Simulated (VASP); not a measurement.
Write the native input for VASP 6.6.1 that does the following.

```yaml
Task: single point
Functional: PBE
Potentials_or_basis: VASP PAW PBE potentials, release 64 (Pb_d, S)
Cutoff: 520 eV
k_mesh: 7 × 7 × 6
Occupations: gaussian, width 0.023 eV
Spin: no spin polarisation
Dipole_correction: no
Further_INCAR_settings: ALGO = Normal; EDIFF = 1e-06; NBANDS = 28
```

The structure of PbS lies in POSCAR:

```
PbS
1.0
    2.0799526950     -5.9912968650      0.0000000000
    2.0799526950      5.9912968650      0.0000000000
    0.0000000000      0.0000000000      4.2793209400
Pb S
2 2
Direct
    0.1305633500      0.8694366500      0.2500000000
    0.8694366500      0.1305633500      0.7500000000
    0.3547970900      0.6452029100      0.2500000000
    0.6452029100      0.3547970900      0.7500000000
```

These files were run (other wordings do the same):

INCAR

```
SYSTEM = PbS
ALGO     = Normal         ! electronic algorithm
EDIFF    = 1E-6           ! SCF threshold, eV
ENCUT    = 520            ! plane-wave cutoff, eV
GGA      = PE             ! functional
ISIF     = 2              ! what is computed and relaxed
ISMEAR   = 0              ! smearing method
LASPH    = .TRUE.         ! aspherical terms in the spheres
LCHARG   = .FALSE.        ! write CHGCAR
LREAL    = .FALSE.        ! projectors in reciprocal space
LWAVE    = .FALSE.        ! write WAVECAR
NBANDS   = 28             ! bands
NELM     = 60             ! most SCF steps
PREC     = Accurate       ! precision mode
SIGMA    = 0.023          ! smearing width, eV
```

KPOINTS

```
k-points
0
G
  7 7 6
  0 0 0
```

Potentials or basis: VASP PAW PBE potentials, release 64 (Pb_d, S).

The run is started by

```bash
$ cat potpaw_PBE.64/Pb_d/POTCAR potpaw_PBE.64/S/POTCAR > POTCAR
$ mpirun -np 1 vasp_std > vasp.out
```

It gave:

| Quantity | Value |
| --- | --- |
| Pressure | 1.0 GPa |
| Largest force | 0.103 eV/Å |
| Band gap on the k mesh | 1.26 eV (least direct gap 1.43 eV) |

Caveat: spin-orbit coupling is left out, which moves the levels of the heavy elements; an odd mesh through Γ misses points on the zone boundary, where band edges can lie.

It took 2.6 min on 1 thread of Intel(R) Xeon(R) Platinum 8488C (Sapphire Rapids), on a shared host, peak memory 0.35 GiB.
